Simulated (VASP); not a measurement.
# MgSi4N2 (P1) in VASP: relaxation of cell and atoms with PBE

Aim: the relaxation of cell and atoms of MgSi4N2 with PBE.

All numbers are computed with VASP 6.6.1; they aren't measurements. Logs are shortened: lines on timing, memory, paths and dates and some standing lists are left out, and cuts for length are marked.

### 1 The cell of the first run

The typed cell holds 7 atoms: a = 3.609 Å, b = 5.900 Å, c = 5.870 Å, α = 67.59°, β = 72.35°, γ = 72.99°.

### 2 Relaxation of cell and atoms, PBE

Input file INCAR:

```
  ALGO = Normal
  EDIFF = 1E-6
  EDIFFG = -0.025
  ENCUT = 600
  GGA = PE
  IBRION = 2
  ISIF = 3
  ISMEAR = 0
  LASPH = True
  LCHARG = False
  LREAL = False
  LWAVE = False
  NELM = 80
  NSW = 80
  PREC = Accurate
  SIGMA = 0.2
```

Input file KPOINTS:

```
k-points
0
Gamma
  6 6 6
```

Input file POSCAR:

```
MgSi4N2
1.0
   -3.6085448174      0.0148335223     -0.0203183684
   -1.7648964065     -3.2866296677      4.5705717256
   -1.7923655943      3.2602779578      4.5403541230
Mg Si N
1 4 2
Direct
    0.0178913681     -0.0017535564     -0.0071614561
    0.3438768914      0.8619057594      0.4813505343
    0.6648105815      0.1282678639      0.5199075476
    0.3092044958      0.4901375213      0.8711965737
    0.6592473230      0.5051441674      0.1303330198
    0.5049703395      0.2196463666      0.7848666110
    0.4999990006      0.7966518778      0.2195071696
```

Potentials or basis: VASP PAW PBE potentials, release 64 (Mg, Si, N).

Command:

```console
> cat potpaw_PBE.64/Mg/POTCAR potpaw_PBE.64/Si/POTCAR potpaw_PBE.64/N/POTCAR > POTCAR
> mpirun -np 1 vasp_std > vasp.out
```

OUTCAR:

```text
EDIFF = 1E-6
   EDIFFG = -0.025
   ENCUT = 600
   GGA = PE
   IBRION = 2
   ISIF = 3
   ISMEAR = 0
   LASPH = True
   LREAL = False
   NELM = 80
   NSW = 80
   PREC = Accurate

 ion  position               nearest neighbor table
   1  0.018  0.998  0.993-   6 2.26   7 2.28   7 2.29   6 2.32   3 3.04   4 3.13   3 3.14   5 3.14
                             4 3.15   2 3.15   2 3.16   2 3.19   5 3.20   5 3.25   3 3.26   4 3.26
   2  0.344  0.862  0.481-   7 1.62   3 2.31   3 2.49   4 2.49   1 3.15   1 3.16   1 3.19
   3  0.665  0.128  0.520-   6 1.72   2 2.31   2 2.49   5 2.51   1 3.04   1 3.14   1 3.26
   4  0.309  0.490  0.871-   6 1.74   5 2.29   5 2.37   2 2.49   1 3.13   1 3.15   1 3.26
   5  0.659  0.505  0.130-   7 1.87   4 2.29   4 2.37   3 2.51   1 3.14   1 3.20   1 3.25
   6  0.505  0.220  0.785-   3 1.72   4 1.74   1 2.26   1 2.32
   7  0.500  0.797  0.220-   2 1.62   5 1.87   1 2.28   1 2.29

  LATTYP: Found a triclinic cell.
 ALAT       =     3.6086325067
 B/A-ratio  =     2.1523499752
 C/A-ratio  =     1.6481828329
 COS(alpha) =     0.0004124287
 COS(beta)  =     0.3165976492
 COS(gamma) =     0.6938024855

  Lattice vectors:

 A1 = (  -3.6085448174,   0.0148335223,  -0.0203183684)
 A2 = (  -5.4009104117,   3.2751114801,   4.5200357546)
 A3 = (  -1.8436484109,   3.3014631900,  -4.5908900940)

Analysis of symmetry for initial positions (statically):
=====================================================================
 Subroutine PRICEL returns:
 Original cell was already a primitive cell.

 Routine SETGRP: Setting up the symmetry group for a
 triclinic supercell.

 Subroutine GETGRP returns: Found  1 space group operations
 (whereof  1 operations were pure point group operations)
 out of a pool of  2 trial point group operations.

The static configuration has the point symmetry C_1 .

Analysis of symmetry for dynamics (positions and initial velocities):
=====================================================================
 Subroutine PRICEL returns:
 Original cell was already a primitive cell.

 Routine SETGRP: Setting up the symmetry group for a
 triclinic supercell.

 Subroutine GETGRP returns: Found  1 space group operations
 (whereof  1 operations were pure point group operations)
 out of a pool of  2 trial point group operations.

The dynamic configuration has the point symmetry C_1 .

 Subroutine INISYM returns: Found  1 space group operations
 (whereof  1 operations are pure point group operations),
 and found     1 'primitive' translations

----------------------------------------------------------------------------------------

                                     Primitive cell

  volume of cell :     107.8545

  direct lattice vectors                    reciprocal lattice vectors
    -3.608544817  0.014833522 -0.020318368    -0.276518904 -0.001658539 -0.107968598
    -1.764896406 -3.286629668  4.570571726    -0.001238641 -0.152246735  0.108834369
    -1.792365594  3.260277958  4.540354123     0.000009445  0.153252567  0.110205273

  length of vectors
     3.608632507  5.899738960  5.869991682     0.296854633  0.187151069  0.188763215

  position of ions in fractional coordinates (direct lattice)
     0.017891368  0.998246444  0.992838544
     0.343876891  0.861905759  0.481350534
     0.664810581  0.128267864  0.519907548
     0.309204496  0.490137521  0.871196574
     0.659247323  0.505144167  0.130333020
     0.504970339  0.219646367  0.784866611
     0.499999001  0.796651878  0.219507170

  ion indices of the primitive-cell ions
   primitive index   ion index
                 1           1
                 2           2
                 3           3
                 4           4
                 5           5
                 6           6
                 7           7

----------------------------------------------------------------------------------------

 KPOINTS: k-points

Automatic generation of k-mesh.
 Grid dimensions read from file:
 generate k-points for:    6    6    6

 Generating k-lattice:

  Cartesian coordinates                     Fractional coordinates (reciprocal lattice)
    -0.046086484 -0.000276423 -0.017994766     0.166666667  0.000000000  0.000000000
    -0.000206440 -0.025374456  0.018139062     0.000000000  0.166666667 -0.000000000
     0.000001574  0.025542094  0.018367545     0.000000000  0.000000000  0.166666667

  Length of vectors
     0.049475772  0.031191845  0.031460536

  Shift w.r.t. Gamma in fractional coordinates (k-lattice)
     0.000000000  0.000000000  0.000000000

 Subroutine IBZKPT returns following result:
 ===========================================

 Found    112 irreducible k-points:

 Following reciprocal coordinates:
            Coordinates               Weight
  0.000000  0.000000  0.000000      1.000000
  0.166667  0.000000  0.000000      2.000000
  0.333333 -0.000000  0.000000      2.000000
  0.500000 -0.000000 -0.000000      1.000000
  0.000000  0.166667  0.000000      2.000000
  0.166667  0.166667  0.000000      2.000000
[... 16 lines left out ...]
  0.333333 -0.000000  0.166667      2.000000
  0.500000 -0.000000  0.166667      2.000000
 [... further k-points ...]
   k-points           NKPTS =    112   k-points in BZ     NKDIM =    112   number of bands    NBANDS=     18
   number of dos      NEDOS =    301   number of ions     NIONS =      7
   total plane-waves  NPLWV =  69120
   dimension x,y,z NGX =    30 NGY =   48 NGZ =   48
   dimension x,y,z NGXF=    60 NGYF=   96 NGZF=   96
   ions per type =               1   4   2
   NGX,Y,Z   is equivalent  to a cutoff of  13.82, 13.53, 13.59 a.u.
   NGXF,Y,Z  is equivalent  to a cutoff of  27.64, 27.05, 27.19 a.u.
 SYSTEM =  unknown system
   PREC   = accura    normal or accurate (medium, high low for compatibility)
   ISTART =      0    job   : 0-new  1-cont  2-samecut
   ICHARG =      2    charge: 1-file 2-atom 10-const
   ISPIN  =      1    spin polarized calculation?
   LNONCOLLINEAR =      F non collinear calculations
   LSORBIT =      F    spin-orbit coupling
   LASPH  =      T    aspherical Exc in radial PAW
   ENCUT  =  600.0 eV  44.10 Ry    6.64 a.u.   7.21 11.78 11.72*2*pi/ulx,y,z
   NELM   =     80;   NELMIN=  2; NELMDL= -5     # of ELM steps
   EDIFF  = 0.1E-05   stopping-criterion for ELM
   LREAL  =      F    real-space projection
   EDIFFG = -.3E-01   stopping-criterion for IOM
   NSW    =     80    number of steps for IOM
   IBRION =      2    ionic relax: 0-MD 1-quasi-New 2-CG
   NFREE  =      1    steps in history (QN), initial steepest desc. (CG)
   ISIF   =      3    stress and relaxation
   ISYM   =      2    0-nonsym 1-usesym 2-fastsym
   POTIM  = 0.5000    time-step for ionic-motion
   TEBEG  =    0.0;   TEEND  =   0.0 temperature during run
   PSTRESS=    0.0 pullay stress
   NELECT =      28.0000    total number of electrons
   NUPDOWN=      -1.0000    fix difference up-down
   EMIN   =  10.00;   EMAX   =-10.00  energy-range for DOS
   EFERMI =   0.00;   METHOD = LEGACY
   ISMEAR =     0;   SIGMA  =   0.20  broadening in eV -4-tet -1-fermi 0-gaus
   EFERMI_NEDOS =   21; number of points for ismear=-14 and -15
   IALGO  =     38    algorithm
   IMIX   =      4    mixing-type and parameters
     AMIX     =   0.40;   BMIX     =  1.00
     AMIX_MAG =   1.60;   BMIX_MAG =  1.00
  volume/ion in A,a.u.               =      15.41       103.98
  Fermi-wavevector in a.u.,A,eV,Ry     =   1.044355  1.973545 14.839566  1.090677
  Thomas-Fermi vector in A             =   2.179104
   LORBIT       =      0    0 simple, 1 ext, 2 COOP (PROOUT), +10 PAW based schemes
   GGA     = PE    functional components
   LHFCALC =     F    Hartree Fock is set to
   AEXX    =    0.0000 exact exchange contribution
   IVDW    =     0    specifies the selected vdW correction
   LEPSILON=     F    determine dielectric tensor
   LRPA    =     F    only Hartree local field effects (RPA)
 conjugate gradient relaxation of ions
 non-spin polarized calculation
 Gauss-broadening in eV      SIGMA  =   0.20
  energy-cutoff  :      600.00
  volume of cell :      107.85
 maximum number of plane-waves:      3617
 NGX is ok and might be reduce to    30
   NGX = 15   NGY = 23   NGZ = 23

--------------------------------------- Ionic step        1  -------------------------------------------

 number of electron      28.0000000 magnetization

 Free energy of the ion-electron system (eV)
  ---------------------------------------------------
  ext. energy  EPLUGINS =         0.00000000
  ---------------------------------------------------
  free energy    TOTEN  =       -41.42136280 eV

  energy without entropy =      -41.40347836  energy(sigma->0) =      -41.41242058

------------------------ aborting loop because EDIFF is reached ----------------------------------------

  FORCE on cell =-STRESS in cart. coord.  units (eV):
  Direction    XX          YY          ZZ          XY          YZ          ZX
  --------------------------------------------------------------------------------------
  -------------------------------------------------------------------------------------
  Total       -0.9350107      0.2344090      0.4487776      0.2267714      3.1417974     -1.2360437
  in kB      -13.8895789      3.4821450      6.6665882      3.3686882     46.6713816    -18.3614211
  external PRESSURE =      -1.2469486 kB  Pullay stress =       0.0000000 kB
[... 104 lines left out ...]
  FREE ENERGIE OF THE ION-ELECTRON SYSTEM (eV)
  ---------------------------------------------------
  free  energy   TOTEN  =       -41.8232326110 eV

  energy  without entropy=      -41.8021688100  energy(sigma->0) =      -41.81270071

[... ionic steps 4 to 20 ...]

--------------------------------------- Ionic step       21  -------------------------------------------

 number of electron      28.0000001 magnetization

------------------------ aborting loop because EDIFF is reached ----------------------------------------
[... 77 lines left out ...]
--------------------------------------- Ionic step       23  -------------------------------------------

 number of electron      28.0000001 magnetization

 Free energy of the ion-electron system (eV)
  ---------------------------------------------------
  ext. energy  EPLUGINS =         0.00000000
  ---------------------------------------------------
  free energy    TOTEN  =       -41.95548020 eV

  energy without entropy =      -41.93453254  energy(sigma->0) =      -41.94500637

 E-fermi :   6.5736     XC(G=0):  -9.8850

 val. band max:        6.5379898553   @ k =   0.0000   0.5000  -0.0000
 cond. band min:       6.5872875165   @ k =   0.0000   0.5000   0.5000
 fundamental gap:      0.0492976611
 Fermi energy:         6.5736302707

 k-point     1 :       0.0000    0.0000    0.0000
  band No.  band energies     occupation
      1     -10.0994      2.00000
      2      -9.2424      2.00000
      3      -3.7733      2.00000
      4      -3.4759      2.00000
      5      -1.9683      2.00000
      6      -0.1378      2.00000
[... 481 lines left out ...]
      5      -1.7537      2.00000
      6      -0.0112      2.00000
[... 10 lines left out ...]
     17       9.1304      0.00000
     18       9.8658      0.00000

 [... further k-points ...]

------------------------ aborting loop because EDIFF is reached ----------------------------------------

  FORCE on cell =-STRESS in cart. coord.  units (eV):
  Direction    XX          YY          ZZ          XY          YZ          ZX
  --------------------------------------------------------------------------------------
  -------------------------------------------------------------------------------------
  Total       -0.0113704     -0.0162812      0.0367591      0.0023002      0.0116420     -0.0016883
  in kB       -0.1730147     -0.2477384      0.5593336      0.0350006      0.1771472     -0.0256889
  external PRESSURE =       0.0461935 kB  Pullay stress =       0.0000000 kB
[... 22 lines left out ...]
  FREE ENERGIE OF THE ION-ELECTRON SYSTEM (eV)
  ---------------------------------------------------
  free  energy   TOTEN  =       -41.9554801972 eV

  energy  without entropy=      -41.9345325448  energy(sigma->0) =      -41.94500637

 reached required accuracy - stopping structural energy minimisation
```

It took 60 min on 1 thread of Intel Xeon 8259CL, shared host; peak memory 0.47 GiB.

Results:

* Free energy: -41.9555 eV
* Relaxed volume: 15.04 Å³/atom
* Relaxed cell: a = 3.545 Å, b = 5.856 Å, c = 5.855 Å, α = 68.62°, β = 72.37°, γ = 72.38°
* Space group after relaxing (to 0.1 Å): Immm (No. 71)
* Energy gained by relaxing: 76.3 meV/atom
* Ionic steps: 23
* Pressure after relaxing: 0.0 GPa
* Largest force after relaxing: 0.021 eV/Å
* Band gap on the k mesh: zero (bands 14 and 15 overlap by 1.52 eV)

Forces on the atoms (eV/Å):
```
Mg   0.003 -0.017 -0.011
Si  -0.001 -0.006  0.000
Si  -0.012 -0.001 -0.009
Si  -0.005  0.008 -0.005
Si  -0.011  0.004  0.010
N    0.013  0.006  0.012
N    0.012  0.007  0.003
```

Stress tensor (GPa, compression positive):
```
-0.02  0.00  0.00
 0.00 -0.02  0.02
 0.00  0.02  0.06
```

The path:
| step | energy change (eV) | largest force (eV/Å) | pressure (GPa) | volume (Å³) |
| --- | --- | --- | --- | --- |
| 1 | 0.0000 | 4.4511 | -0.12 | 107.85 |
| 2 | 0.1999 | 5.1664 | -0.54 | 107.61 |
| 3 | -0.4019 | 0.9767 | -2.56 | 107.77 |
| 4 | -0.4023 | 0.9944 | -2.54 | 107.77 |
| 5 | -0.4905 | 0.8260 | 1.74 | 104.41 |
| 6 | -0.4995 | 0.7385 | 0.66 | 105.18 |
| 7 | -0.5125 | 0.7563 | -0.10 | 105.34 |
| 8 | -0.5208 | 0.2315 | 0.13 | 105.28 |
| 9 | -0.5272 | 0.1412 | -0.14 | 105.45 |
| 10 | -0.5278 | 0.1824 | -0.24 | 105.52 |
| 11 | -0.5302 | 0.1041 | 0.11 | 105.31 |
| 12 | -0.5302 | 0.1032 | 0.11 | 105.31 |
| 13 | -0.5319 | 0.0765 | -0.04 | 105.31 |
| 14 | -0.5320 | 0.0923 | -0.08 | 105.32 |
| 15 | -0.5327 | 0.0602 | 0.02 | 105.21 |
| 16 | -0.5328 | 0.0883 | 0.06 | 105.17 |
| 17 | -0.5334 | 0.0371 | 0.10 | 105.15 |
| 18 | -0.5334 | 0.0403 | 0.11 | 105.14 |
| 19 | -0.5337 | 0.0331 | 0.02 | 105.24 |
| 20 | -0.5338 | 0.0422 | -0.11 | 105.37 |
| 21 | -0.5340 | 0.0283 | -0.01 | 105.33 |
| 22 | -0.5340 | 0.0261 | -0.02 | 105.33 |
| 23 | -0.5341 | 0.0205 | 0.00 | 105.29 |

Final structure:
```xyz
7
Lattice="-3.5453 -0.0001 0.0002 -1.7726 -3.3003 4.5005 -1.7729 3.3002 4.4990" Properties=species:S:1:pos:R:3 pbc="T T T"
Mg   -1.7883   -3.2969    4.5039
Si   -3.5323   -1.2053    6.1000
Si   -3.5317    1.2049    2.8995
Si   -3.5315    1.2042    6.0991
Si   -3.5310   -1.2067    2.8985
N    -3.5653    1.9038    4.4990
N    -3.5648   -1.9047    4.4996
```

Levels at points of the mesh, in eV from the Fermi level:
| k point | band 12 | band 13 | band 14 | band 15 | band 16 | band 17 |
| --- | --- | --- | --- | --- | --- | --- |
| (0.00, 0.00, 0.00) | -1.39 | -1.32 | 0.91 | 1.30 | 1.48 | 3.05 |
| (0.50, 0.00, 0.00) | -2.94 | -2.61 | -2.42 | 0.60 | 1.05 | 2.83 |
| (0.00, 0.50, 0.00) | -2.16 | -0.18 | -0.04 | 0.55 | 0.60 | 2.42 |
| (0.50, 0.50, 0.00) | -3.65 | -2.74 | -1.03 | 0.79 | 0.91 | 2.12 |
| (0.00, 0.00, 0.50) | -2.16 | -0.17 | -0.04 | 0.55 | 0.60 | 2.42 |
| (0.50, 0.00, 0.50) | -3.65 | -2.74 | -1.03 | 0.78 | 0.91 | 2.12 |
| (0.00, 0.50, 0.50) | -1.85 | -1.60 | 0.01 | 0.26 | 1.86 | 2.05 |
| (0.50, 0.50, 0.50) | -2.94 | -2.62 | -2.42 | 0.59 | 1.05 | 2.83 |
